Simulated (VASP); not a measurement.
# Au (Fm-3m) in VASP: a series of runs, part 2 of 2

VASP 6.6.1. The steps go on from the part before.

## 4. Single point, PBE

This run uses another cell than the first one, of 17.97 Å³/atom, 1.087 times its volume.

Input file INCAR:

```
SYSTEM = Au
ALGO = Normal
EDIFF = 1E-7
ENCUT = 520
GGA = PE
ISIF = 2
ISMEAR = -1
LASPH = .TRUE.
LCHARG = .TRUE.
LELF = .TRUE.
LREAL = .FALSE.
LVHAR = .TRUE.
LWAVE = .FALSE.
NBANDS = 12
NELM = 60
PREC = Accurate
SIGMA = 0.1
```

Input file KPOINTS:

```
k-points
0
G
  17 17 17
  0 0 0
```

Input file POSCAR:

```
Au
1.0
    0.0000000000      2.0787358364      2.0787358364
    2.0787358364      0.0000000000      2.0787358364
    2.0787358364      2.0787358364      0.0000000000
Au
1
Direct
    0.0000000000      0.0000000000      0.0000000000
```

Potentials or basis: VASP PAW PBE potentials, release 64 (Au).

Run with:

```
> cat potpaw_PBE.64/Au/POTCAR > POTCAR
> mpirun -np 1 vasp_std > vasp.out
```

OUTCAR:

```text
SYSTEM = Au
   EDIFF = 1E-7
   ENCUT = 520
   GGA = PE
   ISIF = 2
   ISMEAR = -1
   LASPH = .TRUE.
   LREAL = .FALSE.
   NELM = 60
   PREC = Accurate

 ion  position               nearest neighbor table
   1  0.000  0.000  0.000-

  LATTYP: Found a face centered cubic cell.
 ALAT       =     4.1574716728

  Lattice vectors:

 A1 = (   0.0000000000,   2.0787358364,   2.0787358364)
 A2 = (   2.0787358364,   0.0000000000,   2.0787358364)
 A3 = (   2.0787358364,   2.0787358364,   0.0000000000)

Analysis of symmetry for initial positions (statically):
=====================================================================
 Subroutine PRICEL returns:
 Original cell was already a primitive cell.

 Routine SETGRP: Setting up the symmetry group for a
 face centered cubic supercell.

 Subroutine GETGRP returns: Found 48 space group operations
 (whereof 48 operations were pure point group operations)
 out of a pool of 48 trial point group operations.

The static configuration has the point symmetry O_h .

Analysis of symmetry for dynamics (positions and initial velocities):
=====================================================================
 Subroutine PRICEL returns:
 Original cell was already a primitive cell.

 Routine SETGRP: Setting up the symmetry group for a
 face centered cubic supercell.

 Subroutine GETGRP returns: Found 48 space group operations
 (whereof 48 operations were pure point group operations)
 out of a pool of 48 trial point group operations.

The dynamic configuration has the point symmetry O_h .

 Subroutine INISYM returns: Found 48 space group operations
 (whereof 48 operations are pure point group operations),
 and found     1 'primitive' translations

----------------------------------------------------------------------------------------

                                     Primitive cell

  volume of cell :      17.9650

  direct lattice vectors                    reciprocal lattice vectors
     0.000000000  2.078735836  2.078735836    -0.240530803  0.240530803  0.240530803
     2.078735836  0.000000000  2.078735836     0.240530803 -0.240530803  0.240530803
     2.078735836  2.078735836  0.000000000     0.240530803  0.240530803 -0.240530803

  length of vectors
     2.939776412  2.939776412  2.939776412     0.416611572  0.416611572  0.416611572

  position of ions in fractional coordinates (direct lattice)
     0.000000000  0.000000000  0.000000000

  ion indices of the primitive-cell ions
   primitive index   ion index
                 1           1

----------------------------------------------------------------------------------------

 KPOINTS: k-points

Automatic generation of k-mesh.
 Grid dimensions read from file:
 generate k-points for:   17   17   17

 Generating k-lattice:

  Cartesian coordinates                     Fractional coordinates (reciprocal lattice)
    -0.014148871  0.014148871  0.014148871     0.058823529  0.000000000  0.000000000
     0.014148871 -0.014148871  0.014148871     0.000000000  0.058823529  0.000000000
     0.014148871  0.014148871 -0.014148871     0.000000000  0.000000000  0.058823529

  Length of vectors
     0.024506563  0.024506563  0.024506563

  Shift w.r.t. Gamma in fractional coordinates (k-lattice)
     0.000000000  0.000000000  0.000000000

 Subroutine IBZKPT returns following result:
 ===========================================

 Found    165 irreducible k-points:

 Following reciprocal coordinates:
            Coordinates               Weight
  0.000000  0.000000  0.000000      1.000000
  0.058824  0.000000  0.000000      8.000000
  0.117647  0.000000  0.000000      8.000000
  0.176471  0.000000  0.000000      8.000000
  0.235294  0.000000  0.000000      8.000000
  0.294118  0.000000  0.000000      8.000000
[... 16 lines left out ...]
 -0.176471  0.058824  0.000000     24.000000
 -0.117647  0.058824  0.000000     24.000000
 [... further k-points ...]
   k-points           NKPTS =    165   k-points in BZ     NKDIM =    165   number of bands    NBANDS=     12
   number of dos      NEDOS =    301   number of ions     NIONS =      1
   total plane-waves  NPLWV =  13824
   dimension x,y,z NGX =    24 NGY =   24 NGZ =   24
   dimension x,y,z NGXF=    48 NGYF=   48 NGZF=   48
   ions per type =               1
   NGX,Y,Z   is equivalent  to a cutoff of  13.57, 13.57, 13.57 a.u.
   NGXF,Y,Z  is equivalent  to a cutoff of  27.14, 27.14, 27.14 a.u.
 SYSTEM =  Au
   PREC   = accura    normal or accurate (medium, high low for compatibility)
   ISTART =      0    job   : 0-new  1-cont  2-samecut
   ICHARG =      2    charge: 1-file 2-atom 10-const
   ISPIN  =      1    spin polarized calculation?
   LNONCOLLINEAR =      F non collinear calculations
   LSORBIT =      F    spin-orbit coupling
   LASPH  =      T    aspherical Exc in radial PAW
   ENCUT  =  520.0 eV  38.22 Ry    6.18 a.u.   5.47  5.47  5.47*2*pi/ulx,y,z
   NELM   =     60;   NELMIN=  2; NELMDL= -5     # of ELM steps
   EDIFF  = 0.1E-06   stopping-criterion for ELM
   LREAL  =      F    real-space projection
   EDIFFG = 0.1E-05   stopping-criterion for IOM
   NSW    =      0    number of steps for IOM
   IBRION =     -1    ionic relax: 0-MD 1-quasi-New 2-CG
   NFREE  =      0    steps in history (QN), initial steepest desc. (CG)
   ISIF   =      2    stress and relaxation
   ISYM   =      2    0-nonsym 1-usesym 2-fastsym
   POTIM  = 0.5000    time-step for ionic-motion
   TEBEG  =    0.0;   TEEND  =   0.0 temperature during run
   PSTRESS=    0.0 pullay stress
   NELECT =      11.0000    total number of electrons
   NUPDOWN=      -1.0000    fix difference up-down
   EMIN   =  10.00;   EMAX   =-10.00  energy-range for DOS
   EFERMI =   0.00;   METHOD = LEGACY
   ISMEAR =    -1;   SIGMA  =   0.10  broadening in eV -4-tet -1-fermi 0-gaus
   EFERMI_NEDOS =   21; number of points for ismear=-14 and -15
   IALGO  =     38    algorithm
   IMIX   =      4    mixing-type and parameters
     AMIX     =   0.40;   BMIX     =  1.00
     AMIX_MAG =   1.60;   BMIX_MAG =  1.00
  volume/ion in A,a.u.               =      17.97       121.23
  Fermi-wavevector in a.u.,A,eV,Ry     =   1.390155  2.627011 26.293663  1.932530
  Thomas-Fermi vector in A             =   2.514117
   LORBIT       =      0    0 simple, 1 ext, 2 COOP (PROOUT), +10 PAW based schemes
   GGA     = PE    functional components
   LHFCALC =     F    Hartree Fock is set to
   AEXX    =    0.0000 exact exchange contribution
   IVDW    =     0    specifies the selected vdW correction
   LEPSILON=     F    determine dielectric tensor
   LRPA    =     F    only Hartree local field effects (RPA)
 non-spin polarized calculation
  energy-cutoff  :      520.00
  volume of cell :       17.97
 maximum number of plane-waves:       531
 NGX is ok and might be reduce to    24
   NGX = 11   NGY = 11   NGZ = 11

 number of electron      11.0000002 magnetization

 Free energy of the ion-electron system (eV)
  ---------------------------------------------------
  ext. energy  EPLUGINS =         0.00000000
  ---------------------------------------------------
  free energy    TOTEN  =        -3.22496833 eV

  energy without entropy =       -3.21478049  energy(sigma->0) =       -3.21987441

 E-fermi :   8.6853     XC(G=0): -12.4031

 val. band max:        8.6120245887   @ k =   0.4706   0.1765   0.0000
 cond. band min:       8.7060803498   @ k =  -0.2941   0.2353   0.0000
 fundamental gap:      0.0940557612
 Fermi energy:         8.6852590546

 k-point     1 :       0.0000    0.0000    0.0000
  band No.  band energies     occupation
      1      -0.6914      2.00000
      2       4.1979      2.00000
      3       4.1979      2.00000
      4       4.1979      2.00000
      5       5.5768      2.00000
      6       5.5768      2.00000
      7      23.2003      0.00000
      8      26.8956      0.00000
      9      26.8956      0.00000
     10      26.8956      0.00000
     11      31.6365      0.00000
     12      35.7186      0.00000

 k-point     2 :       0.0588    0.0000    0.0000
  band No.  band energies     occupation
      1      -0.5761      2.00000
      2       4.1625      2.00000
      3       4.2365      2.00000
      4       4.2365      2.00000
      5       5.5600      2.00000
      6       5.5600      2.00000
      7      23.3250      0.00000
      8      26.1030      0.00000
      9      27.0206      0.00000
     10      27.0206      0.00000
     11      32.2387      0.00000
     12      34.4062      0.00000
[... 316 lines left out ...]
 k-point    24 :      -0.1176    0.0588    0.0000
  band No.  band energies     occupation
      1       0.0135      2.00000
      2       3.9865      2.00000
      3       4.4041      2.00000
      4       4.4292      2.00000
      5       5.3905      2.00000
      6       5.6436      2.00000
      7      23.4250      0.00000
      8      24.1224      0.00000
      9      26.5988      0.00000
     10      28.2263      0.00000
     11      30.4868      0.00000
     12      33.3425      0.00000

 [... further k-points ...]
[... 5 lines left out ...]
  --------------------------------------------------------------------------------------
  -------------------------------------------------------------------------------------
  Total       -0.0263848     -0.0263848     -0.0263848      0.0000000     -0.0000000     -0.0000000
  in kB       -2.3530801     -2.3530801     -2.3530801      0.0000000     -0.0000000     -0.0000000
  external PRESSURE =      -2.3530801 kB  Pullay stress =       0.0000000 kB

 VOLUME and BASIS-vectors are now :
 -----------------------------------------------------------------------------
  energy-cutoff  :      520.00
  volume of cell :       17.97
      direct lattice vectors                 reciprocal lattice vectors
     0.000000000  2.078735836  2.078735836    -0.240530803  0.240530803  0.240530803
     2.078735836  0.000000000  2.078735836     0.240530803 -0.240530803  0.240530803
     2.078735836  2.078735836  0.000000000     0.240530803  0.240530803 -0.240530803

 POSITION                                       TOTAL-FORCE (eV/Angst)
 -----------------------------------------------------------------------------------
      0.00000      0.00000      0.00000         0.000000      0.000000      0.000000
 -----------------------------------------------------------------------------------
    total drift:                               -0.000000      0.000000     -0.000000

  FREE ENERGIE OF THE ION-ELECTRON SYSTEM (eV)
  ---------------------------------------------------
  free  energy   TOTEN  =        -3.2249683315 eV

  energy  without entropy=       -3.2147804880  energy(sigma->0) =       -3.21987441
```

stdout:

```text
POSCAR found type information on POSCAR Au
 POSCAR found :  1 types and       1 ions
 scaLAPACK will be used
 LDA part: xc-table for (Slater+PW92), standard interpolation
 POSCAR, INCAR and KPOINTS ok, starting setup
 FFT: planning ... GRIDC
 FFT: planning ... GRID_SOFT
 FFT: planning ... GRID
 WAVECAR not read
 entering main loop
```

Wall time 44 s (1 thread of Intel Xeon 8259CL, shared host); peak memory 0.17 GiB.

What came out:

```
Free energy : -3.2250 eV
Pressure    : -0.2 GPa
```

Levels at points of the mesh, in eV from the Fermi level:
```csv
k point,band 4,band 5,band 6,band 7,band 8,band 9
"(0.00, 0.00, 0.00)",-4.49,-3.11,-3.11,14.52,18.21,18.21
```

Caveat: spin-orbit coupling is left out, which moves the levels of the heavy elements.

## 5. Single point, PBE

This run uses another cell than the first one, of 17.97 Å³/atom, 1.087 times its volume.

Input file INCAR:

```
  PREC = Accurate
  ENCUT = 520
  EDIFF = 1E-7
  ISMEAR = -1
  SIGMA = 0.1
  LREAL = F
  LASPH = T
  NELM = 60
  ALGO = Normal
  ISIF = 2
  LWAVE = F
  LCHARG = T
  GGA = PE
  LELF = T
  LVHAR = T
  NBANDS = 12
```

Input file KPOINTS:

```
regular mesh
0
Gamma
  17 17 17
```

POSCAR is that of step 4.

Run with:

```
> cat potpaw_PBE.64/Au/POTCAR > POTCAR
> mpirun -np 1 vasp_std > vasp.out
```

Wall time 48 s (1 thread of Intel Xeon 8259CL, shared host); peak memory 0.16 GiB.

It converged, with:

```yaml
Free_energy: -3.2250 eV
Pressure: -0.2 GPa
```

Levels at points of the mesh, in eV from the Fermi level:
```csv
k point,band 3,band 4,band 5,band 6,band 7,band 8,band 9,band 10
"(0.00, 0.00, 0.00)",-4.49,-4.49,-3.11,-3.11,14.52,18.21,18.21,18.21
```

Caveat: spin-orbit coupling is left out, which moves the levels of the heavy elements.

## 6. Relaxation of cell and atoms, PBE

This run uses another cell than the first one, of 17.95 Å³/atom, 1.086 times its volume.

Input file INCAR:

```
SYSTEM = Au
ALGO = Normal
EDIFF = 1E-6
EDIFFG = -0.005
ENCUT = 600
GGA = PE
IBRION = 2
ISIF = 3
ISMEAR = -1
LASPH = .TRUE.
LCHARG = .FALSE.
LREAL = .FALSE.
LWAVE = .FALSE.
NELM = 80
NSW = 60
PREC = Accurate
SIGMA = 0.1
```

Input file KPOINTS:

```
k-points
0
G
  17 17 17
  0 0 0
```

Input file POSCAR:

```
Au
1.0
    0.0000000000      2.0782718017      2.0782718017
    2.0782718017      0.0000000000      2.0782718017
    2.0782718017      2.0782718017      0.0000000000
Au
1
Direct
    0.0000000000      0.0000000000      0.0000000000
```

Potentials or basis: VASP PAW PBE potentials, release 64 (Au).

Run with:

```
> cat potpaw_PBE.64/Au/POTCAR > POTCAR
> mpirun -np 1 vasp_std > vasp.out
```

Run time: 56 s. Hardware: 1 thread of Intel Xeon 8259CL, shared host; peak memory 0.17 GiB.

Results (log left out):

```
Free energy                            : -3.2249 eV
Relaxed volume                         : 17.94 Å³/atom
Relaxed cell                           : a = 2.939 Å, b = 2.939 Å, c = 2.939 Å, α = 60.00°, β = 60.00°, γ = 60.00°
Space group after relaxing (to 0.05 Å) : Fm-3m (No. 225)
Energy gained by relaxing              : 0.0 meV/atom
Ionic steps                            : 3
Pressure after relaxing                : 0.0 GPa
```

Final structure:
```
Au
1.0
     0.00000    2.07796    2.07796
     2.07796    0.00000    2.07796
     2.07796    2.07796    0.00000
Au
1
Cartesian
  0.0000 0.0000 0.0000
```

Levels at points of the mesh, in eV from the Fermi level:
| k point | band 3 | band 4 | band 5 | band 6 | band 7 | band 8 | band 9 |
| --- | --- | --- | --- | --- | --- | --- | --- |
| (0.00, 0.00, 0.00) | -4.49 | -4.49 | -3.11 | -3.11 | 14.51 | 18.22 | 18.22 |

Caveat: spin-orbit coupling is left out, which moves the levels of the heavy elements.

## 7. The runs side by side

```tsv
task	cell	cutoff (eV)	gap on the mesh (eV)	pressure (GPa)
single point	a = 2.859 Å, angles 60.0°, 1 atom	520	none	14.5
single point	a = 2.940 Å, angles 60.0°, 1 atom	520	none	-0.2
relaxation of cell and atoms	relaxed from a = 2.939 Å, angles 60.0°, 1 atom	600	none	0.0
```

Alike in all rows: level PBE; potentials or basis VASP PAW PBE potentials, release 64 (Au); no spin polarisation; k mesh 17 × 17 × 17; smearing fermi-dirac 0.1 eV.

Caveats: spin-orbit coupling is left out, which moves the levels of the heavy elements.

Total energies depend on the potentials used, so only differences within one code and one set of settings carry meaning.
